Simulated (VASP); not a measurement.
# Se (R-3) in VASP: a series of runs, part 2 of 3

VASP 6.6.1. The steps go on from the part before.

### Step 4. Electric field gradients, PBEsol (26.41 Å³/atom)

This run uses another cell than the first one, of 26.41 Å³/atom.

Contents of INCAR:

```
PREC     = Accurate       # precision mode
ENCUT    = 520            # plane-wave cutoff, eV
EDIFF    = 1E-8           # SCF threshold, eV
ISMEAR   = -1             # smearing method
SIGMA    = 0.01           # smearing width, eV
LREAL    = False          # projectors in reciprocal space
LASPH    = True           # aspherical terms in the spheres
NELM     = 60             # most SCF steps
ALGO     = Normal         # electronic algorithm
ISIF     = 2              # what is computed and relaxed
LWAVE    = False          # write WAVECAR
LCHARG   = False          # write CHGCAR
GGA      = PS             # functional
LEFG     = True         
NBANDS   = 27             # bands
```

Contents of KPOINTS:

```
regular mesh
0
Gamma
  6 6 6
```

Contents of POSCAR:

```
Se
1.0
    5.6042201815      3.2355980303      1.4563771487
   -5.6042201815      3.2355980303      1.4563771487
    0.0000000000     -6.4711960608      1.4563771487
Se
6
Direct
    0.2806600000      0.1625100000      0.9181800000
    0.9181800000      0.2806600000      0.1625100000
    0.1625100000      0.9181800000      0.2806600000
    0.7193400000      0.8374900000      0.0818200000
    0.0818200000      0.7193400000      0.8374900000
    0.8374900000      0.0818200000      0.7193400000
```

Potentials or basis: VASP PAW PBE potentials, release 64 (Se).

Run with:

```bash
cat potpaw_PBE.64/Se/POTCAR > POTCAR
mpirun -np 1 vasp_std > vasp.out
```

OUTCAR:

```text
PREC = Accurate
   ENCUT = 520
   EDIFF = 1E-8
   ISMEAR = -1
   LREAL = False
   LASPH = True
   NELM = 60
   ISIF = 2
   GGA = PS

 ion  position               nearest neighbor table
   1  0.281  0.163  0.918-   5 2.32   6 2.32
   2  0.918  0.281  0.163-   4 2.32   6 2.32
   3  0.163  0.918  0.281-   4 2.32   5 2.32
   4  0.719  0.837  0.082-   2 2.32   3 2.32
   5  0.082  0.719  0.837-   1 2.32   3 2.32
   6  0.837  0.082  0.719-   1 2.32   2 2.32

  LATTYP: Found a trigonal (rhomboedric) cell.
 ALAT       =     6.6330545645
 COS(alpha) =    -0.4276877573

  Lattice vectors:

 A1 = (   5.6042201815,   3.2355980303,   1.4563771487)
 A2 = (  -5.6042201815,   3.2355980303,   1.4563771487)
[... 956 lines left out ...]
   4     302.311  -100.979  -201.332  -128.640   137.234   333.969
   5    -111.562   312.894  -201.332  -110.309  -357.843   -48.136
   6     111.249    90.083  -201.332   238.950   220.609  -285.833
---------------------------------------------------------------------

 Electric field gradients after diagonalization (V/A^2)
 (convention: |V_zz| > |V_xx| > |V_yy|)
----------------------------------------------------------------------
 ion       V_xx      V_yy      V_zz     asymmetry (V_yy - V_xx)/ V_zz
----------------------------------------------------------------------
   1     345.061   186.187  -531.248       0.299
   2     345.061   186.187  -531.248       0.299
   3     345.061   186.187  -531.248       0.299
   4     345.061   186.187  -531.248       0.299
   5     345.061   186.187  -531.248       0.299
   6     345.061   186.187  -531.248       0.299
----------------------------------------------------------------------

           NMR quadrupolar parameters

 Cq : quadrupolar parameter    Cq=e*Q*V_zz/h
 eta: asymmetry parameters     (V_yy - V_xx)/ V_zz
 Q  : nuclear electric quadrupole moment in mb (millibarn)
----------------------------------------------------------------------
 ion       Cq(MHz)       eta       Q (mb)
----------------------------------------------------------------------
   1      -1.285       0.299       1.000
   2      -1.285       0.299       1.000
   3      -1.285       0.299       1.000
   4      -1.285       0.299       1.000
   5      -1.285       0.299       1.000
   6      -1.285       0.299       1.000
----------------------------------------------------------------------
```

stdout:

```text
POSCAR found type information on POSCAR Se
 POSCAR found :  1 types and       6 ions
 scaLAPACK will be used
 -----------------------------------------------------------------------------
|                                                                             |
|                                                                             |
|     You enforced a specific xc type in the INCAR file but a different       |
|     I HOPE YOU KNOW WHAT YOU ARE DOING!                                     |
|                                                                             |
 -----------------------------------------------------------------------------

 LDA part: xc-table for (Slater+PW92), standard interpolation
 POSCAR, INCAR and KPOINTS ok, starting setup
 FFT: planning ... GRIDC
 FFT: planning ... GRID_SOFT
 FFT: planning ... GRID
 WAVECAR not read
 entering main loop
ion   1
     0.0000499     2.1315490    -5.9844616     3.1523604    -2.6212126    -3.7084981
     0.0000687     2.1315490    -5.9844615     3.1523604    -2.6212125    -3.7084981
     0.0000946     2.1315490    -5.9844614     3.1523603    -2.6212125    -3.7084980
     0.0001302     2.1315489    -5.9844613     3.1523603    -2.6212125    -3.7084979
[... 56 lines left out ...]
     0.0000499  -218.4445856   261.5119036   159.4457428  -201.6790825    -9.5055332
     0.0000687  -218.4392377   261.5055378   159.4418689  -201.6742034    -9.5053309
     0.0000946  -218.4305686   261.4952193   159.4355897  -201.6662972    -9.5050059
     0.0001302  -218.4165853   261.4785770   159.4254625  -201.6535504    -9.5044865
```

Wall time 2.9 min (1 thread of Intel Xeon Platinum 8559C (Emerald Rapids), shared host); peak memory 0.39 GiB.

What came out:

```yaml
Free_energy: -22.6590 eV
Pressure: 2.8 GPa
Largest_force: 0.888 eV/Å
Band_gap_on_the_k_mesh: 1.20 eV (least direct gap 1.43 eV)
Largest_electric_field_gradient_by_atom: Se -531.2 V/Å²
```

Forces in eV/Å, atoms in the order of the input:
```
Se   0.254  0.635  0.566
Se  -0.676 -0.098  0.566
Se   0.423 -0.537  0.566
Se  -0.254 -0.635 -0.566
Se   0.676  0.098 -0.566
Se  -0.423  0.537 -0.566
```

Stress tensor (GPa, compression positive):
```
3.21 0.00 0.00
0.00 3.21 0.00
0.00 0.00 1.90
```

Electric field gradients, principal values (V/Å²):
| atom | least | middle | greatest (by size) |
| --- | --- | --- | --- |
| 1 Se | 186.187 | 345.061 | -531.248 |
| 2 Se | 186.187 | 345.061 | -531.248 |
| 3 Se | 186.187 | 345.061 | -531.248 |
| 4 Se | 186.187 | 345.061 | -531.248 |
| 5 Se | 186.187 | 345.061 | -531.248 |
| 6 Se | 186.187 | 345.061 | -531.248 |

Caveat: this functional lacks dispersion, which holds the molecules together, so the pressure and a relaxed volume are unreliable; without QUAD_EFG the Cq values of the log hold for a quadrupole moment of 1 mb, not for the nuclei; the PAW data sets were made with another functional, which shifts forces and pressure a little.

(Continued in part 3 of 3.)
